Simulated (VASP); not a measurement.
# AgAuC4N4 (P-43m) in VASP: notebook

AgAuC4N4 is run at these levels: PBE; tasks: single point.

Program: VASP 6.6.1. These are calculated values, not measurements. Logs are shortened: lines on timing, memory, paths and dates and some standing lists are left out, and cuts for length are marked.

### Step 1. The cell of the first run

It takes space group P-43m (No. 215, cubic). The conventional cell has a = 6.013 Å, b = 6.013 Å, c = 6.013 Å, α = 90.00°, β = 90.00°, γ = 90.00°. Ag (site symmetry -43m) has 4 N at 2.12 Å within 2.8 Å. Within 1.6 Å of C (site symmetry 3m) lie 1 N at 1.17 Å. Au (site symmetry -43m) has 4 C at 1.92 Å within 2.5 Å. Within 1.6 Å of N (site symmetry 3m) lie 1 C at 1.17 Å.

### Step 2. Single point, PBE

File INCAR:

```
SYSTEM = AgAuC4N4
ALGO = Fast ; EDIFF = 1E-6
ENCUT = 520 ; GGA = PE
ISIF = 2 ; ISMEAR = 0
LASPH = .True. ; LCHARG = .False.
LREAL = .False. ; LWAVE = .False.
NBANDS = 40 ; NELM = 100
PREC = Accurate ; SIGMA = 0.1
```

File KPOINTS:

```
k-points
0
Gamma
  4 4 4
  0 0 0
```

File POSCAR:

```
AgAuC4N4
1.0
    6.0125257000      0.0000000000      0.0000000000
    0.0000000000      6.0125257000      0.0000000000
    0.0000000000      0.0000000000      6.0125257000
Ag C Au N
1 4 1 4
Direct
    0.5000000000      0.5000000000      0.5000000000
    0.1840791200      0.1840791200      0.1840791200
    0.1840791200      0.8159208800      0.8159208800
    0.8159208800      0.1840791200      0.8159208800
    0.8159208800      0.8159208800      0.1840791200
    0.0000000000      0.0000000000      0.0000000000
    0.2964278900      0.2964278900      0.2964278900
    0.2964278900      0.7035721100      0.7035721100
    0.7035721100      0.2964278900      0.7035721100
    0.7035721100      0.7035721100      0.2964278900
```

Potentials or basis: VASP PAW PBE potentials, release 64 (Ag, C, Au, N).

On the command line:

```sh
> cat potpaw_PBE.64/Ag/POTCAR potpaw_PBE.64/C/POTCAR potpaw_PBE.64/Au/POTCAR potpaw_PBE.64/N/POTCAR > POTCAR
> mpirun -np 1 vasp_std > vasp.out
```

OUTCAR:

```text
SYSTEM = AgAuC4N4
   EDIFF = 1E-6
   ENCUT = 520
   GGA = PE
   ISIF = 2
   ISMEAR = 0
   LASPH = .True.
   LREAL = .False.
   NELM = 100
   PREC = Accurate

 ion  position               nearest neighbor table
   1  0.500  0.500  0.500-   7 2.12   8 2.12   9 2.12  10 2.12
   2  0.184  0.184  0.184-   7 1.17   6 1.92
   3  0.184  0.816  0.816-   8 1.17   6 1.92
   4  0.816  0.184  0.816-   9 1.17   6 1.92
   5  0.816  0.816  0.184-  10 1.17   6 1.92
   6  0.000  0.000  0.000-   2 1.92   3 1.92   4 1.92   5 1.92
   7  0.296  0.296  0.296-   2 1.17   1 2.12
   8  0.296  0.704  0.704-   3 1.17   1 2.12
   9  0.704  0.296  0.704-   4 1.17   1 2.12
  10  0.704  0.704  0.296-   5 1.17   1 2.12

  LATTYP: Found a simple cubic cell.
 ALAT       =     6.0125257000

  Lattice vectors:

 A1 = (   6.0125257000,   0.0000000000,   0.0000000000)
 A2 = (   0.0000000000,   6.0125257000,   0.0000000000)
 A3 = (   0.0000000000,   0.0000000000,   6.0125257000)

Analysis of symmetry for initial positions (statically):
=====================================================================
 Subroutine PRICEL returns:
 Original cell was already a primitive cell.

 Routine SETGRP: Setting up the symmetry group for a
 simple cubic supercell.

 Subroutine GETGRP returns: Found 24 space group operations
 (whereof 24 operations were pure point group operations)
 out of a pool of 48 trial point group operations.

The static configuration has the point symmetry T_d .

Analysis of symmetry for dynamics (positions and initial velocities):
=====================================================================
 Subroutine PRICEL returns:
 Original cell was already a primitive cell.

 Routine SETGRP: Setting up the symmetry group for a
 simple cubic supercell.

 Subroutine GETGRP returns: Found 24 space group operations
 (whereof 24 operations were pure point group operations)
 out of a pool of 48 trial point group operations.

The dynamic configuration has the point symmetry T_d .

 Subroutine INISYM returns: Found 24 space group operations
 (whereof 24 operations are pure point group operations),
 and found     1 'primitive' translations

----------------------------------------------------------------------------------------

                                     Primitive cell

  volume of cell :     217.3556

  direct lattice vectors                    reciprocal lattice vectors
     6.012525700  0.000000000  0.000000000     0.166319455  0.000000000  0.000000000
     0.000000000  6.012525700  0.000000000     0.000000000  0.166319455  0.000000000
     0.000000000  0.000000000  6.012525700     0.000000000  0.000000000  0.166319455

  length of vectors
     6.012525700  6.012525700  6.012525700     0.166319455  0.166319455  0.166319455

  position of ions in fractional coordinates (direct lattice)
     0.500000000  0.500000000  0.500000000
     0.184079120  0.184079120  0.184079120
     0.184079120  0.815920880  0.815920880
     0.815920880  0.184079120  0.815920880
     0.815920880  0.815920880  0.184079120
     0.000000000  0.000000000  0.000000000
     0.296427890  0.296427890  0.296427890
     0.296427890  0.703572110  0.703572110
     0.703572110  0.296427890  0.703572110
     0.703572110  0.703572110  0.296427890

  ion indices of the primitive-cell ions
   primitive index   ion index
                 1           1
                 2           2
                 3           3
                 4           4
                 5           5
                 6           6
                 7           7
                 8           8
                 9           9
                10          10

----------------------------------------------------------------------------------------

 KPOINTS: k-points

Automatic generation of k-mesh.
 Grid dimensions read from file:
 generate k-points for:    4    4    4

 Generating k-lattice:

  Cartesian coordinates                     Fractional coordinates (reciprocal lattice)
     0.041579864  0.000000000  0.000000000     0.250000000  0.000000000  0.000000000
     0.000000000  0.041579864  0.000000000     0.000000000  0.250000000  0.000000000
     0.000000000  0.000000000  0.041579864     0.000000000  0.000000000  0.250000000

  Length of vectors
     0.041579864  0.041579864  0.041579864

  Shift w.r.t. Gamma in fractional coordinates (k-lattice)
     0.000000000  0.000000000  0.000000000

 Subroutine IBZKPT returns following result:
 ===========================================

 Found     10 irreducible k-points:

 Following reciprocal coordinates:
            Coordinates               Weight
  0.000000  0.000000  0.000000      1.000000
  0.250000  0.000000  0.000000      6.000000
  0.500000  0.000000  0.000000      3.000000
  0.250000  0.250000  0.000000     12.000000
  0.500000  0.250000  0.000000     12.000000
  0.500000  0.500000  0.000000      3.000000
  0.250000  0.250000  0.250000      8.000000
  0.500000  0.250000  0.250000     12.000000
  0.500000  0.500000  0.250000      6.000000
  0.500000  0.500000  0.500000      1.000000
   k-points           NKPTS =     10   k-points in BZ     NKDIM =     10   number of bands    NBANDS=     40
   number of dos      NEDOS =    301   number of ions     NIONS =     10
   total plane-waves  NPLWV = 110592
   dimension x,y,z NGX =    48 NGY =   48 NGZ =   48
   dimension x,y,z NGXF=    96 NGYF=   96 NGZF=   96
   ions per type =               1   4   1   4
   NGX,Y,Z   is equivalent  to a cutoff of  13.27, 13.27, 13.27 a.u.
   NGXF,Y,Z  is equivalent  to a cutoff of  26.54, 26.54, 26.54 a.u.
 SYSTEM =  AgAuC4N4
   PREC   = accura    normal or accurate (medium, high low for compatibility)
   ISTART =      0    job   : 0-new  1-cont  2-samecut
   ICHARG =      2    charge: 1-file 2-atom 10-const
   ISPIN  =      1    spin polarized calculation?
   LNONCOLLINEAR =      F non collinear calculations
   LSORBIT =      F    spin-orbit coupling
   LASPH  =      T    aspherical Exc in radial PAW
   ENCUT  =  520.0 eV  38.22 Ry    6.18 a.u.  11.18 11.18 11.18*2*pi/ulx,y,z
   NELM   =    100;   NELMIN=  2; NELMDL= -5     # of ELM steps
   EDIFF  = 0.1E-05   stopping-criterion for ELM
   LREAL  =      F    real-space projection
   EDIFFG = 0.1E-04   stopping-criterion for IOM
   NSW    =      0    number of steps for IOM
   IBRION =     -1    ionic relax: 0-MD 1-quasi-New 2-CG
   NFREE  =      0    steps in history (QN), initial steepest desc. (CG)
   ISIF   =      2    stress and relaxation
   ISYM   =      2    0-nonsym 1-usesym 2-fastsym
   POTIM  = 0.5000    time-step for ionic-motion
   TEBEG  =    0.0;   TEEND  =   0.0 temperature during run
   PSTRESS=    0.0 pullay stress
   NELECT =      58.0000    total number of electrons
   NUPDOWN=      -1.0000    fix difference up-down
   EMIN   =  10.00;   EMAX   =-10.00  energy-range for DOS
   EFERMI =   0.00;   METHOD = LEGACY
   ISMEAR =     0;   SIGMA  =   0.10  broadening in eV -4-tet -1-fermi 0-gaus
   EFERMI_NEDOS =   21; number of points for ismear=-14 and -15
   IALGO  =     68    algorithm
   IMIX   =      4    mixing-type and parameters
     AMIX     =   0.40;   BMIX     =  1.00
     AMIX_MAG =   1.60;   BMIX_MAG =  1.00
  volume/ion in A,a.u.               =      21.74       146.68
  Fermi-wavevector in a.u.,A,eV,Ry     =   1.053967  1.991710 15.113997  1.110847
  Thomas-Fermi vector in A             =   2.189110
   LORBIT       =      0    0 simple, 1 ext, 2 COOP (PROOUT), +10 PAW based schemes
   GGA     = PE    functional components
   LHFCALC =     F    Hartree Fock is set to
   AEXX    =    0.0000 exact exchange contribution
   IVDW    =     0    specifies the selected vdW correction
   LEPSILON=     F    determine dielectric tensor
   LRPA    =     F    only Hartree local field effects (RPA)
 non-spin polarized calculation
 RMM-DIIS sequential band-by-band and
 Gauss-broadening in eV      SIGMA  =   0.10
  energy-cutoff  :      520.00
  volume of cell :      217.36
 maximum number of plane-waves:      5904
 NGX is ok and might be reduce to    48
   NGX = 23   NGY = 23   NGZ = 23

 number of electron      57.9999995 magnetization

 Free energy of the ion-electron system (eV)
  ---------------------------------------------------
  ext. energy  EPLUGINS =         0.00000000
  ---------------------------------------------------
  free energy    TOTEN  =       -66.66730757 eV

  energy without entropy =      -66.63380915  energy(sigma->0) =      -66.65055836

 E-fermi :  -1.5353     XC(G=0):  -7.1924

 val. band max:       -1.6434036700   @ k =   0.5000   0.5000   0.2500
 cond. band min:      -1.5039917784   @ k =   0.2500   0.2500   0.2500
 fundamental gap:      0.1394118917
 Fermi energy:        -1.5352717226

 k-point     1 :       0.0000    0.0000    0.0000
  band No.  band energies     occupation
      1     -18.3815      2.00000
      2     -18.2855      2.00000
      3     -18.2855      2.00000
      4     -18.2855      2.00000
      5      -9.9810      2.00000
      6      -9.5208      2.00000
[... 32 lines left out ...]
     39       4.4669      0.00000
     40       6.9071      0.00000

 k-point     2 :       0.2500    0.0000    0.0000
  band No.  band energies     occupation
      1     -18.3675      2.00000
      2     -18.2996      2.00000
      3     -18.2856      2.00000
      4     -18.2856      2.00000
      5      -9.9608      2.00000
      6      -9.5419      2.00000
[... 333 lines left out ...]
     39       5.7312      0.00000
     40       6.6525      0.00000

 k-point    10 :       0.5000    0.5000    0.5000
  band No.  band energies     occupation
      1     -18.3399      2.00000
      2     -18.2986      2.00000
      3     -18.2986      2.00000
      4     -18.2986      2.00000
      5     -10.0028      2.00000
      6      -9.5172      2.00000
[... 32 lines left out ...]
     39       5.7181      0.00000
     40       6.5964      0.00000

------------------------ aborting loop because EDIFF is reached ----------------------------------------

  FORCE on cell =-STRESS in cart. coord.  units (eV):
  Direction    XX          YY          ZZ          XY          YZ          ZX
  --------------------------------------------------------------------------------------
  -------------------------------------------------------------------------------------
  Total        9.2133733      9.2133733      9.2133733     -0.0000000     -0.0000000      0.0000000
  in kB       67.9138598     67.9138598     67.9138598     -0.0000000     -0.0000000      0.0000000
  external PRESSURE =      67.9138598 kB  Pullay stress =       0.0000000 kB

 VOLUME and BASIS-vectors are now :
 -----------------------------------------------------------------------------
  energy-cutoff  :      520.00
  volume of cell :      217.36
      direct lattice vectors                 reciprocal lattice vectors
     6.012525700  0.000000000  0.000000000     0.166319455  0.000000000  0.000000000
     0.000000000  6.012525700  0.000000000     0.000000000  0.166319455  0.000000000
     0.000000000  0.000000000  6.012525700     0.000000000  0.000000000  0.166319455

 POSITION                                       TOTAL-FORCE (eV/Angst)
 -----------------------------------------------------------------------------------
      3.00626      3.00626      3.00626         0.000000      0.000000     -0.000000
      1.10678      1.10678      1.10678         1.082895      1.082895      1.082895
      1.10678      4.90575      4.90575         1.082895     -1.082895     -1.082895
      4.90575      1.10678      4.90575        -1.082895      1.082895     -1.082895
      4.90575      4.90575      1.10678        -1.082895     -1.082895      1.082895
      0.00000      0.00000      0.00000         0.000000      0.000000     -0.000000
      1.78228      1.78228      1.78228         0.329610      0.329610      0.329610
      1.78228      4.23025      4.23025         0.329610     -0.329610     -0.329610
      4.23025      1.78228      4.23025        -0.329610      0.329610     -0.329610
      4.23025      4.23025      1.78228        -0.329610     -0.329610      0.329610
 -----------------------------------------------------------------------------------
    total drift:                                0.000000      0.000000     -0.000000

  FREE ENERGIE OF THE ION-ELECTRON SYSTEM (eV)
  ---------------------------------------------------
  free  energy   TOTEN  =       -66.6673075695 eV

  energy  without entropy=      -66.6338091508  energy(sigma->0) =      -66.65055836
```

Run time: 2.7 min. Hardware: 1 thread of Oxide Virtual Turin-like, shared host; peak memory 0.34 GiB.

Results:

```
Free energy            : -66.6673 eV
Pressure               : 6.8 GPa
Largest force          : 1.876 eV/Å
Band gap on the k mesh : zero (bands 29 and 30 overlap by 0.59 eV)
```

Forces in eV/Å, atoms in the order of the input:
```
Ag   0.000  0.000  0.000
C    1.083  1.083  1.083
C    1.083 -1.083 -1.083
C   -1.083  1.083 -1.083
C   -1.083 -1.083  1.083
Au   0.000  0.000  0.000
N    0.330  0.330  0.330
N    0.330 -0.330 -0.330
N   -0.330  0.330 -0.330
N   -0.330 -0.330  0.330
```

Caveat: the cell stands under pressure; spin-orbit coupling is left out, which moves the levels of the heavy elements; forces of over 1 eV/Å act on the atoms, so gaps and moduli don't describe the material at rest.

### Step 3. Single point, PBE

This run uses another cell than the first one, of 24.39 Å³/atom.

File INCAR:

```
SYSTEM = AgAuC4N4
ALGO     = Normal         ! electronic algorithm
EDIFF    = 1E-6           ! SCF threshold, eV
ENCUT    = 520            ! plane-wave cutoff, eV
GGA      = PE             ! functional
ISIF     = 2              ! what is computed and relaxed
ISMEAR   = 0              ! smearing method
LASPH    = .TRUE.         ! aspherical terms in the spheres
LCHARG   = .FALSE.        ! write CHGCAR
LREAL    = .FALSE.        ! projectors in reciprocal space
LWAVE    = .FALSE.        ! write WAVECAR
NBANDS   = 40             ! bands
NELM     = 100            ! most SCF steps
PREC     = Accurate       ! precision mode
SIGMA    = 0.1            ! smearing width, eV
```

File KPOINTS:

```
k-points
0
G
  4 4 4
  0 0 0
```

File POSCAR:

```
AgAuC4N4
1.0
    6.2479064050      0.0000000000      0.0000000000
    0.0000000000      6.2479064050      0.0000000000
    0.0000000000      0.0000000000      6.2479064050
Ag C Au N
1 4 1 4
Direct
    0.5000000000      0.5000000000      0.5000000000
    0.1916304508      0.1916304508      0.1916304508
    0.1916304508      0.8083695492      0.8083695492
    0.8083695492      0.1916304508      0.8083695492
    0.8083695492      0.8083695492      0.1916304508
    0.0000000000      0.0000000000      0.0000000000
    0.2998639532      0.2998639532      0.2998639532
    0.2998639532      0.7001360468      0.7001360468
    0.7001360468      0.2998639532      0.7001360468
    0.7001360468      0.7001360468      0.2998639532
```

Potentials or basis: VASP PAW PBE potentials, release 64 (Ag, C, Au, N).

On the command line:

```sh
> cat potpaw_PBE.64/Ag/POTCAR potpaw_PBE.64/C/POTCAR potpaw_PBE.64/Au/POTCAR potpaw_PBE.64/N/POTCAR > POTCAR
> mpirun -np 1 vasp_std > vasp.out
```

It took 2.8 min on 1 thread of Oxide Virtual Turin-like, shared host; peak memory 0.34 GiB.

Results (log left out):

```yaml
Free_energy: -67.4455 eV
Pressure: 0.3 GPa
Largest_force: 0.381 eV/Å
Band_gap_on_the_k_mesh: zero (bands 29 and 30 overlap by 0.48 eV)
```

Forces on the atoms (eV/Å):
```
Ag   0.000  0.000  0.000
C   -0.220 -0.220 -0.220
C   -0.220  0.220  0.220
C    0.220 -0.220  0.220
C    0.220  0.220 -0.220
Au   0.000  0.000  0.000
N    0.215  0.215  0.215
N    0.215 -0.215 -0.215
N   -0.215  0.215 -0.215
N   -0.215 -0.215  0.215
```

Levels at points of the mesh, in eV from the Fermi level:
| k point | band 26 | band 27 | band 28 | band 29 | band 30 | band 31 | band 32 | band 33 |
| --- | --- | --- | --- | --- | --- | --- | --- | --- |
| (0.00, 0.00, 0.00) | -0.81 | -0.81 | -0.37 | -0.37 | -0.37 | 5.37 | 5.37 | 5.37 |
| (0.50, 0.00, 0.00) | -1.21 | -0.70 | -0.26 | 0.11 | 0.11 | 5.30 | 5.30 | 5.59 |
| (0.50, 0.50, 0.00) | -1.18 | -0.72 | -0.28 | 0.08 | 0.08 | 5.52 | 5.56 | 5.56 |
| (0.50, 0.50, 0.50) | -0.83 | -0.83 | -0.31 | -0.31 | -0.31 | 5.62 | 5.62 | 5.62 |

Caveat: spin-orbit coupling is left out, which moves the levels of the heavy elements.

The gap in the log of VASP goes by the Fermi energy; the results here count the filled bands.